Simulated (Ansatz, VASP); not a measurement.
# MgI2: VASP beside Ansatz

The input INCAR:

```
PREC = Accurate
ENCUT = 520
EDIFF = 1E-8
ISMEAR = -1
SIGMA = 0.03
LREAL = False
LASPH = True
NELM = 60
ALGO = Normal
ISIF = 2
LWAVE = False
LCHARG = False
GGA = PS
LEFG = True
NBANDS = 15
```

The input KPOINTS:

```
regular mesh
0
Gamma
  7 7 4
```

File POSCAR:

```
MgI2
1.0
    4.0975621570      0.0000000000      0.0000000000
   -2.0487810785      3.5485929215      0.0000000000
    0.0000000000      0.0000000000      6.7692589016
Mg I
1 2
Direct
    0.0000000000      0.0000000000      0.0000000000
    0.3333333333      0.6666666667      0.7576300000
    0.6666666667      0.3333333333      0.2423700000
```

Input for Ansatz:

```yaml
crystal:
  lattice:
    - [4.097562157, 0.0, 0.0]
    - [-2.0487810785, 3.5485929215, 0.0]
    - [0.0, 0.0, 6.7692589016]
  atoms:
    - { symbol: Mg, position: [0.0, 0.0, 0.0] }
    - { symbol: I, position: [0.3333333333, 0.6666666667, 0.75763] }
    - { symbol: I, position: [0.6666666667, 0.3333333333, 0.24237] }
kpoints:
  mp_grid: { grid: [7, 7, 4] }
scf:
  occupations: { method: fermi_dirac, width: 0.03 }
hamiltonian:
  xc: pbesol
  pseudopotentials: { kind: all_electron, datasets: crystal }
output:
  forces: true
  stress: true
  eigenvalues: true
  efg: { contact_densities: true }
```

Change from the starting cell: volume scaled by 0.96, crystal datasets.

Alike in both runs: task electric field gradients; functional PBEsol; k mesh 7 × 7 × 4; occupations fermi-dirac, width 0.03 eV; no spin polarisation.

|  | VASP | Ansatz |
| --- | --- | --- |
| version | VASP 6.6.1 | Ansatz 0.2.0 |
| potentials or method | VASP PAW PBE potentials, release 64 (Mg, I), cutoff 520 eV | all-electron PAW with datasets made for the crystal, scalar-relativistic |

|  | VASP | Ansatz | Ansatz less VASP |
| --- | --- | --- | --- |
| gap on the k mesh at the Fermi level (eV) | 3.48 | 3.50 | +0.016 |
| pressure (GPa) | 1.1 | 1.1 | +0.01 |
| traceless stress, the component that is largest in VASP (GPa) | 0.23 | 0.23 | -0.004 |
| rms of the force components (eV/Å) | 0.080 | 0.080 | +0.0008 |
| size of Vzz on the site where it differs most (V/Å²) | 49.0 | 50.6 | +1.63 |

VASP's potentials were made for PBE, not for PBEsol. Atom by atom the forces differ by 0.001 eV/Å (rms over components). Ansatz ran all-electron here, and VASP with PAW potentials.

Spin-orbit coupling is off throughout.
